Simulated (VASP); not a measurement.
Ga, 4 atoms in the cell. Symmetry: Cmce, No. 64, orthorhombic system. Conventional cell: a = 4.523 Å, b = 7.661 Å, c = 4.524 Å, α = 90.00°, β = 90.00°, γ = 90.00°. Ga (site symmetry m) has 7 Ga at 2.48 to 2.79 Å within 3.3 Å. 

```yaml
Program: VASP 6.6.1
Task: single point
Functional: LDA
Potentials_or_basis: VASP PAW LDA potentials, release 64 (Ga_d)
Cutoff: 520 eV
k_mesh: 11 × 11 × 9
Occupations: methfessel-paxton, width 0.05 eV
Spin: no spin polarisation
Dipole_correction: no
Further_INCAR_settings: ALGO = Normal; EDIFF = 1e-07; NBANDS = 34
```

Potentials or basis: VASP PAW LDA potentials, release 64 (Ga_d).

Run with:

```console
$ cat potpaw_LDA.64/Ga_d/POTCAR > POTCAR
$ mpirun -np 1 vasp_std > vasp.out
```

Hardware: 1 thread of AMD EPYC 9R45 96-Core Processor (Zen 5), on a shared host.

Question: Estimate the wall time of this run.

Answer: Run time: 3.5 min on 1 thread of AMD EPYC 9R45 96-Core Processor (Zen 5), with other jobs on the host, peak memory 0.39 GiB. Counts: scf iterations 13, k points 180.
